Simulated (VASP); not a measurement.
# PbS (R3m) in VASP: notebook

Runs on PbS. Level: r2SCAN. Tasks: single point.

All numbers are computed with VASP 6.6.1; they aren't measurements. Logs are shortened: lines on timing, memory, paths and dates and some standing lists are left out, and cuts for length are marked.

## 1. The cell of the first run

Symmetry: R3m, No. 160, trigonal system. The conventional cell has a = 4.323 Å, b = 4.323 Å, c = 11.181 Å, α = 90.00°, β = 90.00°, γ = 120.00°. Within 4.1 Å of Pb (site symmetry 3m) lie 6 S at 3.11 to 3.12 Å. S (site symmetry 3m) has 6 Pb at 3.11 to 3.12 Å within 4.1 Å.

## 2. Single point, r2SCAN

Contents of POSCAR:

```
PbS
1.0
    2.1612500000      1.2477982693      3.7269333333
   -2.1612500000      1.2477982693      3.7269333333
    0.0000000000     -2.4955965386      3.7269333333
Pb S
1 1
Direct
    0.9781509158      0.9781509158      0.9781509158
    0.4774504142      0.4774504142      0.4774504142
```

Contents of INCAR.step1:

```
  PREC = Accurate
  ENCUT = 520
  ISMEAR = 0
  SIGMA = 0.05
  LREAL = F
  LASPH = T
  NELM = 80
  NBANDS = 17
  GGA = PE
  ALGO = Normal
  EDIFF = 1E-4
  LWAVE = T
  LCHARG = F
```

Contents of INCAR.step2:

```
  PREC = Accurate
  ENCUT = 520
  EDIFF = 1E-7
  ISMEAR = 0
  SIGMA = 0.05
  LREAL = F
  LASPH = T
  NELM = 80
  ALGO = Normal
  ISIF = 2
  LWAVE = F
  LCHARG = T
  METAGGA = R2SCAN
  LMIXTAU = T
  LELF = T
  LVHAR = T
  NBANDS = 17
  ISTART = 1
```

Contents of KPOINTS:

```
Automatic mesh
0
Gamma
  9 9 9
```

Potentials or basis: VASP PAW PBE potentials, release 64 (Pb_d, S).

Launch:

```sh
> cat potpaw_PBE.64/Pb_d/POTCAR potpaw_PBE.64/S/POTCAR > POTCAR
> cp INCAR.step1 INCAR
> mpirun -np 1 vasp_std > vasp.out
> cp INCAR.step2 INCAR
> mpirun -np 1 vasp_std > vasp.out
```

OUTCAR:

```text
PREC = Accurate
   ENCUT = 520
   EDIFF = 1E-7
   ISMEAR = 0
   LREAL = F
   LASPH = T
   NELM = 80
   ISIF = 2
   METAGGA = R2SCAN
   ISTART = 1

 ion  position               nearest neighbor table
   1  0.978  0.978  0.978-   2 3.11   2 3.11   2 3.11   2 3.12   2 3.12   2 3.12
   2  0.477  0.477  0.477-   1 3.11   1 3.11   1 3.11   1 3.12   1 3.12   1 3.12

  LATTYP: Found a trigonal (rhomboedric) cell.
 ALAT       =     4.4853131612
 COS(alpha) =     0.5356403586

  Lattice vectors:

 A1 = (   2.1612500000,   1.2477982693,   3.7269333333)
 A2 = (  -2.1612500000,   1.2477982693,   3.7269333333)
 A3 = (   0.0000000000,  -2.4955965386,   3.7269333333)

Analysis of symmetry for initial positions (statically):
=====================================================================
 Subroutine PRICEL returns:
 Original cell was already a primitive cell.

 Routine SETGRP: Setting up the symmetry group for a
 trigonal (rhombohedral) supercell.

 Subroutine GETGRP returns: Found  6 space group operations
 (whereof  6 operations were pure point group operations)
 out of a pool of 12 trial point group operations.

The static configuration has the point symmetry C_3v.

Analysis of symmetry for dynamics (positions and initial velocities):
=====================================================================
 Subroutine PRICEL returns:
 Original cell was already a primitive cell.

 Routine SETGRP: Setting up the symmetry group for a
 trigonal (rhombohedral) supercell.

 Subroutine GETGRP returns: Found  6 space group operations
 (whereof  6 operations were pure point group operations)
 out of a pool of 12 trial point group operations.

The dynamic configuration has the point symmetry C_3v.

 Subroutine INISYM returns: Found  6 space group operations
 (whereof  6 operations are pure point group operations),
 and found     1 'primitive' translations

----------------------------------------------------------------------------------------

                                     Primitive cell

  volume of cell :      60.3049

  direct lattice vectors                    reciprocal lattice vectors
[... 76 lines left out ...]
   NGXF,Y,Z  is equivalent  to a cutoff of  26.69, 26.69, 26.69 a.u.
 SYSTEM =  unknown system
   PREC   = accura    normal or accurate (medium, high low for compatibility)
   ISTART =      1    job   : 0-new  1-cont  2-samecut
   ICHARG =      0    charge: 1-file 2-atom 10-const
   ISPIN  =      1    spin polarized calculation?
   LNONCOLLINEAR =      F non collinear calculations
   LSORBIT =      F    spin-orbit coupling
   LASPH  =      T    aspherical Exc in radial PAW
   ENCUT  =  520.0 eV  38.22 Ry    6.18 a.u.   8.34  8.34  8.34*2*pi/ulx,y,z
   NELM   =     80;   NELMIN=  2; NELMDL=  0     # of ELM steps
   EDIFF  = 0.1E-06   stopping-criterion for ELM
   LREAL  =      F    real-space projection
   EDIFFG = 0.1E-05   stopping-criterion for IOM
   NSW    =      0    number of steps for IOM
   IBRION =     -1    ionic relax: 0-MD 1-quasi-New 2-CG
   NFREE  =      0    steps in history (QN), initial steepest desc. (CG)
   ISIF   =      2    stress and relaxation
   ISYM   =      2    0-nonsym 1-usesym 2-fastsym
   POTIM  = 0.5000    time-step for ionic-motion
   TEBEG  =    0.0;   TEEND  =   0.0 temperature during run
   PSTRESS=    0.0 pullay stress
   NELECT =      20.0000    total number of electrons
   NUPDOWN=      -1.0000    fix difference up-down
   EMIN   =  10.00;   EMAX   =-10.00  energy-range for DOS
   EFERMI =   0.00;   METHOD = LEGACY
   ISMEAR =     0;   SIGMA  =   0.05  broadening in eV -4-tet -1-fermi 0-gaus
   EFERMI_NEDOS =   21; number of points for ismear=-14 and -15
   IALGO  =     38    algorithm
   IMIX   =      4    mixing-type and parameters
     AMIX     =   0.40;   BMIX     =  1.00
     AMIX_MAG =   1.60;   BMIX_MAG =  1.00
  volume/ion in A,a.u.               =      30.15       203.48
  Fermi-wavevector in a.u.,A,eV,Ry     =   1.133185  2.141409 17.471347  1.284108
  Thomas-Fermi vector in A             =   2.269887
   LORBIT       =      0    0 simple, 1 ext, 2 COOP (PROOUT), +10 PAW based schemes
   METAGGA = R2SCAN    functional components
   LHFCALC =     F    Hartree Fock is set to
   AEXX    =    0.0000 exact exchange contribution
   IVDW    =     0    specifies the selected vdW correction
   LEPSILON=     F    determine dielectric tensor
   LRPA    =     F    only Hartree local field effects (RPA)
 non-spin polarized calculation
 Gauss-broadening in eV      SIGMA  =   0.05
  energy-cutoff  :      520.00
  volume of cell :       60.30
 maximum number of plane-waves:      1636
 NGX is ok and might be reduce to    36
   NGX = 17   NGY = 17   NGZ = 17

 number of electron      19.9999998 magnetization

 Free energy of the ion-electron system (eV)
  ---------------------------------------------------
  ext. energy  EPLUGINS =         0.00000000
  ---------------------------------------------------
  free energy    TOTEN  =       -65.46401203 eV

  energy without entropy =      -65.46401203  energy(sigma->0) =      -65.46401203

 E-fermi :   4.1536     XC(G=0):  -9.5436

 val. band max:        3.8552732151   @ k =   0.4444   0.4444   0.4444
 cond. band min:       4.8484091944   @ k =   0.4444   0.0000   0.0000
 fundamental gap:      0.9931359794
 Fermi energy:         4.1535717419

 k-point     1 :       0.0000    0.0000    0.0000
  band No.  band energies     occupation
      1     -13.3942      2.00000
      2     -13.3942      2.00000
      3     -13.3791      2.00000
      4     -13.3609      2.00000
      5     -13.3609      2.00000
      6      -9.0615      2.00000
[... 457 lines left out ...]
      4     -13.3482      2.00000
      5     -13.3464      2.00000
      6      -7.9255      2.00000
[... 9 lines left out ...]
     16      15.7003      0.00000
     17      16.5586      0.00000

 [... further k-points ...]
[... 5 lines left out ...]
  --------------------------------------------------------------------------------------
  -------------------------------------------------------------------------------------
  Total       -1.7715396     -1.7715396     -2.7088045      0.0000000      0.0000000      0.0000000
  in kB      -47.0662064    -47.0662065    -71.9674292      0.0000000      0.0000000      0.0000000
  external PRESSURE =     -55.3666140 kB  Pullay stress =       0.0000000 kB

 VOLUME and BASIS-vectors are now :
 -----------------------------------------------------------------------------
  energy-cutoff  :      520.00
  volume of cell :       60.30
      direct lattice vectors                 reciprocal lattice vectors
     2.161250000  1.247798269  3.726933333     0.231347600  0.133568599  0.089439038
    -2.161250000  1.247798269  3.726933333    -0.231347600  0.133568599  0.089439038
     0.000000000 -2.495596539  3.726933333     0.000000000 -0.267137198  0.089439038

 POSITION                                       TOTAL-FORCE (eV/Angst)
 -----------------------------------------------------------------------------------
      0.00000      0.00000     10.93651         0.000000     -0.000000      0.010638
      0.00000      0.00000      5.33828         0.000000      0.000000     -0.010638
 -----------------------------------------------------------------------------------
    total drift:                               -0.000000     -0.000000     -0.000318

  FREE ENERGIE OF THE ION-ELECTRON SYSTEM (eV)
  ---------------------------------------------------
  free  energy   TOTEN  =       -65.4640120259 eV

  energy  without entropy=      -65.4640120259  energy(sigma->0) =      -65.46401203
```

OUTCAR.step1:

```text
PREC = Accurate
   ENCUT = 520
   ISMEAR = 0
   LREAL = F
   LASPH = T
[... 702 lines left out ...]
 -----------------------------------------------------------------------------------
      0.00000      0.00000     10.93651         0.000000     -0.000000      0.008985
      0.00000      0.00000      5.33828         0.000000      0.000000     -0.008985
 -----------------------------------------------------------------------------------
    total drift:                               -0.000000     -0.000000     -0.000267

  FREE ENERGIE OF THE ION-ELECTRON SYSTEM (eV)
  ---------------------------------------------------
  free  energy   TOTEN  =        -8.6612757969 eV

  energy  without entropy=       -8.6612757969  energy(sigma->0) =       -8.66127580
```

OSZICAR.step1:

```text
N       E                     dE             d eps       ncg     rms          rms(c)
DAV:   1     0.153457132799E+03    0.15346E+03   -0.91305E+03  2890   0.123E+03
DAV:   2     0.365750077674E+01   -0.14980E+03   -0.14387E+03  3064   0.302E+02
DAV:   3    -0.897051526346E+01   -0.12628E+02   -0.12511E+02  3740   0.912E+01
DAV:   4    -0.929068617396E+01   -0.32017E+00   -0.31984E+00  3799   0.166E+01
DAV:   5    -0.930230231663E+01   -0.11616E-01   -0.11615E-01  4233   0.308E+00    0.392E+00
DAV:   6    -0.865448685329E+01    0.64782E+00   -0.20320E+00  4266   0.816E+00    0.266E+00
DAV:   7    -0.865822642494E+01   -0.37396E-02   -0.15321E-01  3361   0.187E+00    0.169E+00
DAV:   8    -0.866209580273E+01   -0.38694E-02   -0.24285E-02  3345   0.149E+00    0.563E-01
DAV:   9    -0.866090780176E+01    0.11880E-02   -0.45854E-03  4210   0.488E-01    0.190E-01
DAV:  10    -0.866128854557E+01   -0.38074E-03   -0.65504E-04  3205   0.145E-01    0.152E-01
DAV:  11    -0.866127579691E+01    0.12749E-04   -0.46359E-05  2820   0.763E-02
   1 F= -.86612758E+01 E0= -.86612758E+01  d E =-.120094E-11
```

It took 4.7 min on 1 thread of Intel Xeon Platinum 8488C (Sapphire Rapids), shared host; peak memory 0.27 GiB.

What came out:

```
Free energy   : -65.4640 eV
Pressure      : -5.5 GPa
Largest force : 0.011 eV/Å
```

Forces in eV/Å, atoms in the order of the input:
```
Pb   0.000  0.000  0.011
S    0.000  0.000 -0.011
```

Levels at points of the mesh, in eV from the Fermi level:
```
           k point  band 7  band 8  band 9  band 10  band 11  band 12  band 13  band 14
(0.00, 0.00, 0.00)   -6.65   -2.11   -1.73    -1.73     4.85     4.85     4.92     6.82
```

Caveat: this odd mesh misses L, where the gap lies, so gap, dielectric constants and Born charges aren't listed; the PAW data sets were made with another functional, which shifts forces and pressure a little; spin-orbit coupling is left out, which moves the levels of the heavy elements.

[end of part 1 of 2]
